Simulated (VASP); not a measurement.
# BN (zinc blende) (F-43m) in VASP: further runs

Runs on BN (zinc blende). Level: PBE. Tasks: single point.

Program: VASP 6.6.1. These are calculated values, not measurements. Logs are shortened: lines on timing, memory, paths and dates and some standing lists are left out, and cuts for length are marked.

## 1. The cell of the first run

The structure is cubic, space group F-43m (No. 216). The conventional cell has a = 3.485 Å, b = 3.485 Å, c = 3.485 Å, α = 90.00°, β = 90.00°, γ = 90.00°. B (site symmetry -43m) has 4 N at 1.51 Å within 2.0 Å. Within 2.0 Å of N (site symmetry -43m) lie 4 B at 1.51 Å.

## 2. Single point, PBE (volume scaled by 0.896)

Input file INCAR:

```
SYSTEM = BN
PREC     = Accurate       ! precision mode
ENCUT    = 600            ! plane-wave cutoff, eV
EDIFF    = 1E-6           ! SCF threshold, eV
ISMEAR   = 0              ! smearing method
SIGMA    = 0.01           ! smearing width, eV
LREAL    = .False.        ! projectors in reciprocal space
LASPH    = .True.         ! aspherical terms in the spheres
NELM     = 120            ! most SCF steps
ALGO     = Normal         ! electronic algorithm
ISIF     = 2              ! what is computed and relaxed
LWAVE    = .False.        ! write WAVECAR
LCHARG   = .True.         ! write CHGCAR
GGA      = PE             ! functional
LELF     = .True.         ! ELF
LVHAR    = .True.       
NBANDS   = 11             ! bands
GGA_COMPAT= .False.
```

Input file KPOINTS:

```
regular mesh
0
Gamma
  10 10 10
  0 0 0
```

Input file POSCAR:

```
BN
1.0
    0.0000000000      1.7426292627      1.7426292627
    1.7426292627      0.0000000000      1.7426292627
    1.7426292627      1.7426292627      0.0000000000
B N
1 1
Direct
    0.0000000000      0.0000000000      0.0000000000
    0.2500000000      0.2500000000      0.2500000000
```

Potentials or basis: VASP PAW PBE potentials, release 64 (B, N).

Started as:

```sh
cat potpaw_PBE.64/B/POTCAR potpaw_PBE.64/N/POTCAR > POTCAR
mpirun -np 1 vasp_std > vasp.out
```

OUTCAR:

```text
SYSTEM = BN
   PREC = Accurate
   ENCUT = 600
   EDIFF = 1E-6
   ISMEAR = 0
   LREAL = .False.
   LASPH = .True.
   NELM = 120
   ISIF = 2
   GGA = PE

 ion  position               nearest neighbor table
   1  0.000  0.000  0.000-   2 1.51   2 1.51   2 1.51   2 1.51
   2  0.250  0.250  0.250-   1 1.51   1 1.51   1 1.51   1 1.51

  LATTYP: Found a face centered cubic cell.
 ALAT       =     3.4852585254

  Lattice vectors:

 A1 = (   0.0000000000,   1.7426292627,   1.7426292627)
 A2 = (   1.7426292627,   0.0000000000,   1.7426292627)
 A3 = (   1.7426292627,   1.7426292627,   0.0000000000)

Analysis of symmetry for initial positions (statically):
=====================================================================
 Subroutine PRICEL returns:
 Original cell was already a primitive cell.

 Routine SETGRP: Setting up the symmetry group for a
 face centered cubic supercell.

 Subroutine GETGRP returns: Found 24 space group operations
 (whereof 24 operations were pure point group operations)
 out of a pool of 48 trial point group operations.

The static configuration has the point symmetry T_d .

Analysis of symmetry for dynamics (positions and initial velocities):
=====================================================================
 Subroutine PRICEL returns:
 Original cell was already a primitive cell.

 Routine SETGRP: Setting up the symmetry group for a
 face centered cubic supercell.

 Subroutine GETGRP returns: Found 24 space group operations
 (whereof 24 operations were pure point group operations)
 out of a pool of 48 trial point group operations.

The dynamic configuration has the point symmetry T_d .

 Subroutine INISYM returns: Found 24 space group operations
 (whereof 24 operations are pure point group operations),
 and found     1 'primitive' translations

----------------------------------------------------------------------------------------

                                     Primitive cell

  volume of cell :      10.5839

  direct lattice vectors                    reciprocal lattice vectors
     0.000000000  1.742629263  1.742629263    -0.286922761  0.286922761  0.286922761
     1.742629263  0.000000000  1.742629263     0.286922761 -0.286922761  0.286922761
     1.742629263  1.742629263  0.000000000     0.286922761  0.286922761 -0.286922761

  length of vectors
     2.464449937  2.464449937  2.464449937     0.496964800  0.496964800  0.496964800

  position of ions in fractional coordinates (direct lattice)
     0.000000000  0.000000000  0.000000000
     0.250000000  0.250000000  0.250000000

  ion indices of the primitive-cell ions
   primitive index   ion index
                 1           1
                 2           2

----------------------------------------------------------------------------------------

 KPOINTS: regular mesh

Automatic generation of k-mesh.
 Grid dimensions read from file:
 generate k-points for:   10   10   10

 Generating k-lattice:

  Cartesian coordinates                     Fractional coordinates (reciprocal lattice)
    -0.028692276  0.028692276  0.028692276     0.100000000  0.000000000  0.000000000
     0.028692276 -0.028692276  0.028692276     0.000000000  0.100000000  0.000000000
     0.028692276  0.028692276 -0.028692276     0.000000000  0.000000000  0.100000000

  Length of vectors
     0.049696480  0.049696480  0.049696480

  Shift w.r.t. Gamma in fractional coordinates (k-lattice)
     0.000000000  0.000000000  0.000000000

 Subroutine IBZKPT returns following result:
 ===========================================

 Found     47 irreducible k-points:

 Following reciprocal coordinates:
            Coordinates               Weight
  0.000000  0.000000  0.000000      1.000000
  0.100000  0.000000  0.000000      8.000000
  0.200000  0.000000  0.000000      8.000000
  0.300000  0.000000  0.000000      8.000000
  0.400000  0.000000  0.000000      8.000000
  0.500000  0.000000  0.000000      4.000000
[... 16 lines left out ...]
  0.300000  0.300000  0.000000      6.000000
  0.400000  0.300000  0.000000     24.000000
 [... further k-points ...]
   k-points           NKPTS =     47   k-points in BZ     NKDIM =     47   number of bands    NBANDS=     11
   number of dos      NEDOS =    301   number of ions     NIONS =      2
   total plane-waves  NPLWV =   8000
   dimension x,y,z NGX =    20 NGY =   20 NGZ =   20
   dimension x,y,z NGXF=    40 NGYF=   40 NGZF=   40
   ions per type =               1   1
   NGX,Y,Z   is equivalent  to a cutoff of  13.49, 13.49, 13.49 a.u.
   NGXF,Y,Z  is equivalent  to a cutoff of  26.98, 26.98, 26.98 a.u.
 SYSTEM =  BN
   PREC   = accura    normal or accurate (medium, high low for compatibility)
   ISTART =      0    job   : 0-new  1-cont  2-samecut
   ICHARG =      2    charge: 1-file 2-atom 10-const
   ISPIN  =      1    spin polarized calculation?
   LNONCOLLINEAR =      F non collinear calculations
   LSORBIT =      F    spin-orbit coupling
   LASPH  =      T    aspherical Exc in radial PAW
   ENCUT  =  600.0 eV  44.10 Ry    6.64 a.u.   4.92  4.92  4.92*2*pi/ulx,y,z
   NELM   =    120;   NELMIN=  2; NELMDL= -5     # of ELM steps
   EDIFF  = 0.1E-05   stopping-criterion for ELM
   LREAL  =      F    real-space projection
   EDIFFG = 0.1E-04   stopping-criterion for IOM
   NSW    =      0    number of steps for IOM
   IBRION =     -1    ionic relax: 0-MD 1-quasi-New 2-CG
   NFREE  =      0    steps in history (QN), initial steepest desc. (CG)
   ISIF   =      2    stress and relaxation
   ISYM   =      2    0-nonsym 1-usesym 2-fastsym
   POTIM  = 0.5000    time-step for ionic-motion
   TEBEG  =    0.0;   TEEND  =   0.0 temperature during run
   PSTRESS=    0.0 pullay stress
   NELECT =       8.0000    total number of electrons
   NUPDOWN=      -1.0000    fix difference up-down
   EMIN   =  10.00;   EMAX   =-10.00  energy-range for DOS
   EFERMI =   0.00;   METHOD = LEGACY
   ISMEAR =     0;   SIGMA  =   0.01  broadening in eV -4-tet -1-fermi 0-gaus
   EFERMI_NEDOS =   21; number of points for ismear=-14 and -15
   IALGO  =     38    algorithm
   IMIX   =      4    mixing-type and parameters
     AMIX     =   0.40;   BMIX     =  1.00
     AMIX_MAG =   1.60;   BMIX_MAG =  1.00
  volume/ion in A,a.u.               =       5.29        35.71
  Fermi-wavevector in a.u.,A,eV,Ry     =   1.491271  2.818093 30.257838  2.223888
  Thomas-Fermi vector in A             =   2.603947
   LORBIT       =      0    0 simple, 1 ext, 2 COOP (PROOUT), +10 PAW based schemes
   GGA     = PE    functional components
   LHFCALC =     F    Hartree Fock is set to
   AEXX    =    0.0000 exact exchange contribution
   IVDW    =     0    specifies the selected vdW correction
   LEPSILON=     F    determine dielectric tensor
   LRPA    =     F    only Hartree local field effects (RPA)
 non-spin polarized calculation
 Gauss-broadening in eV      SIGMA  =   0.01
  energy-cutoff  :      600.00
  volume of cell :       10.58
 maximum number of plane-waves:       364
   NGX =  9   NGY =  9   NGZ =  9

 number of electron       8.0000001 magnetization

 Free energy of the ion-electron system (eV)
  ---------------------------------------------------
  ext. energy  EPLUGINS =         0.00000000
  ---------------------------------------------------
  free energy    TOTEN  =       -17.24495337 eV

  energy without entropy =      -17.24495337  energy(sigma->0) =      -17.24495337

 E-fermi :   9.0174     XC(G=0): -13.3720

 val. band max:        8.8152194843   @ k =   0.0000   0.0000   0.0000
 cond. band min:      13.3826291850   @ k =   0.5000   0.5000   0.0000
 fundamental gap:      4.5674097007
 Fermi energy:         9.0173968859

 k-point     1 :       0.0000    0.0000    0.0000
  band No.  band energies     occupation
      1     -12.7183      2.00000
      2       8.8152      2.00000
      3       8.8152      2.00000
      4       8.8152      2.00000
      5      18.1585      0.00000
      6      18.1585      0.00000
      7      18.1585      0.00000
      8      21.0079      0.00000
      9      35.6887      0.00000
     10      37.9574      0.00000
     11      37.9574      0.00000

 k-point     2 :       0.1000    0.0000    0.0000
  band No.  band energies     occupation
      1     -12.4533      2.00000
      2       7.4445      2.00000
      3       8.5285      2.00000
      4       8.5285      2.00000
      5      18.5922      0.00000
      6      18.5922      0.00000
      7      18.6253      0.00000
      8      21.7072      0.00000
      9      34.9845      0.00000
     10      35.1189      0.00000
     11      35.1189      0.00000

 k-point     3 :       0.2000    0.0000    0.0000
  band No.  band energies     occupation
      1     -11.6708      2.00000
      2       4.5040      2.00000
      3       7.8895      2.00000
      4       7.8895      2.00000
      5      19.3128      0.00000
      6      19.4723      0.00000
      7      19.4723      0.00000
      8      23.2142      0.00000
      9      33.5397      0.00000
     10      33.5397      0.00000
     11      33.9710      0.00000

 k-point     4 :       0.3000    0.0000    0.0000
  band No.  band energies     occupation
      1     -10.4224      2.00000
      2       1.2832      2.00000
      3       7.2490      2.00000
      4       7.2490      2.00000
      5      19.8958      0.00000
      6      20.0552      0.00000
      7      20.0552      0.00000
      8      24.4153      0.00000
      9      33.5809      0.00000
     10      33.9102      0.00000
     11      33.9102      0.00000

 k-point     5 :       0.4000    0.0000    0.0000
  band No.  band energies     occupation
      1      -8.8978      2.00000
      2      -1.5431      2.00000
      3       6.8109      2.00000
      4       6.8109      2.00000
      5      20.1555      0.00000
      6      20.1555      0.00000
      7      20.2984      0.00000
      8      25.0203      0.00000
      9      33.7492      0.00000
     10      35.8926      0.00000
     11      35.8926      0.00000
[... 211 lines left out ...]
 k-point    21 :      -0.3000    0.2000    0.0000
  band No.  band energies     occupation
      1      -8.6076      2.00000
      2      -0.0551      2.00000
      3       3.3615      2.00000
      4       6.4947      2.00000
      5      19.1992      0.00000
      6      21.6744      0.00000
      7      22.5828      0.00000
      8      25.2087      0.00000
      9      31.8876      0.00000
     10      32.2393      0.00000
     11      37.8825      0.00000

 k-point    22 :      -0.2000    0.2000    0.0000
  band No.  band energies     occupation
      1     -10.0099      2.00000
      2       2.1690      2.00000
      3       4.0962      2.00000
      4       7.3723      2.00000
      5      20.1658      0.00000
      6      20.5406      0.00000
      7      21.3813      0.00000
      8      24.1014      0.00000
      9      30.9593      0.00000
     10      32.5827      0.00000
     11      37.9551      0.00000

 k-point    23 :       0.3000    0.3000    0.0000
  band No.  band energies     occupation
      1      -9.6755      2.00000
      2       3.3375      2.00000
      3       4.7118      2.00000
      4       4.7118      2.00000
      5      15.3007      0.00000
      6      20.3290      0.00000
      7      24.8270      0.00000
      8      24.8270      0.00000
      9      29.2693      0.00000
     10      38.6636      0.00000
     11      42.3670      0.00000

 k-point    24 :       0.4000    0.3000    0.0000
  band No.  band energies     occupation
      1      -8.5479      2.00000
      2       1.5862      2.00000
      3       3.8043      2.00000
      4       4.2610      2.00000
      5      15.2214      0.00000
      6      20.1405      0.00000
      7      25.7638      0.00000
      8      25.7810      0.00000
      9      30.2977      0.00000
     10      38.3075      0.00000
     11      42.4680      0.00000

 [... further k-points ...]

------------------------ aborting loop because EDIFF is reached ----------------------------------------

  FORCE on cell =-STRESS in cart. coord.  units (eV):
  Direction    XX          YY          ZZ          XY          YZ          ZX
  --------------------------------------------------------------------------------------
  -------------------------------------------------------------------------------------
  Total        3.6029597      3.6029597      3.6029597      0.0000000     -0.0000000      0.0000000
  in kB      545.4123737    545.4123737    545.4123737      0.0000000     -0.0000000      0.0000000
  external PRESSURE =     545.4123737 kB  Pullay stress =       0.0000000 kB

 VOLUME and BASIS-vectors are now :
 -----------------------------------------------------------------------------
  energy-cutoff  :      600.00
  volume of cell :       10.58
      direct lattice vectors                 reciprocal lattice vectors
     0.000000000  1.742629263  1.742629263    -0.286922761  0.286922761  0.286922761
     1.742629263  0.000000000  1.742629263     0.286922761 -0.286922761  0.286922761
     1.742629263  1.742629263  0.000000000     0.286922761  0.286922761 -0.286922761

 POSITION                                       TOTAL-FORCE (eV/Angst)
 -----------------------------------------------------------------------------------
      0.00000      0.00000      0.00000        -0.000000     -0.000000     -0.000000
      0.87131      0.87131      0.87131         0.000000      0.000000      0.000000
 -----------------------------------------------------------------------------------
    total drift:                                0.000000      0.000000      0.000000

  FREE ENERGIE OF THE ION-ELECTRON SYSTEM (eV)
  ---------------------------------------------------
  free  energy   TOTEN  =       -17.2449533732 eV

  energy  without entropy=      -17.2449533732  energy(sigma->0) =      -17.24495337
```

Wall time 4.4 s (1 thread of Intel Xeon Platinum 8559C (Emerald Rapids), shared host); peak memory 0.12 GiB.

What came out:

* Free energy: -17.2450 eV
* Pressure: 54.5 GPa
* Band gap on the k mesh: 4.57 eV, indirect (least direct gap 9.34 eV)

## 3. Single point, PBE (volume scaled by 0.86)

Input file INCAR:

```
SYSTEM = BN
  ALGO = Normal
  EDIFF = 1E-6
  ENCUT = 600
  GGA = PE
  GGA_COMPAT = .False.
  ISIF = 2
  ISMEAR = 0
  LASPH = .True.
  LCHARG = .False.
  LREAL = .False.
  LWAVE = .False.
  NBANDS = 11
  NELM = 120
  PREC = Accurate
  SIGMA = 0.01
```

Input file KPOINTS:

```
k-points
0
Gamma
  10 10 10
  0 0 0
```

Input file POSCAR:

```
BN
1.0
    0.0000000000      1.7189707353      1.7189707353
    1.7189707353      0.0000000000      1.7189707353
    1.7189707353      1.7189707353      0.0000000000
B N
1 1
Direct
    0.0000000000      0.0000000000      0.0000000000
    0.2500000000      0.2500000000      0.2500000000
```

Potentials or basis: VASP PAW PBE potentials, release 64 (B, N).

Started as:

```sh
cat potpaw_PBE.64/B/POTCAR potpaw_PBE.64/N/POTCAR > POTCAR
mpirun -np 1 vasp_std > vasp.out
```

It took 4.1 s on 1 thread of Intel Xeon Platinum 8559C (Emerald Rapids), shared host; peak memory 0.12 GiB.

The run converged. Its results:

| Item | Value |
| --- | --- |
| Free energy | -17.0667 eV |
| Pressure | 79.2 GPa |
| Band gap on the k mesh | 4.60 eV, indirect (least direct gap 9.54 eV) |

Levels at points of the mesh, in eV from the valence-band top:
| k point | band 1 | band 2 | band 3 | band 4 | band 5 | band 6 | band 7 | band 8 | band 9 |
| --- | --- | --- | --- | --- | --- | --- | --- | --- | --- |
| (0.00, 0.00, 0.00) | -22.05 | 0.00 | 0.00 | 0.00 | 9.54 | 9.54 | 9.54 | 12.91 | 27.69 |
| (0.50, 0.00, 0.00) | -17.08 | -12.16 | -2.24 | -2.24 | 11.53 | 11.53 | 12.20 | 16.81 | 25.79 |
| (0.50, 0.50, 0.00) | -15.50 | -9.97 | -5.70 | -5.70 | 4.60 | 10.07 | 20.35 | 20.35 | 23.56 |

(Part 1 of 2 ends here.)
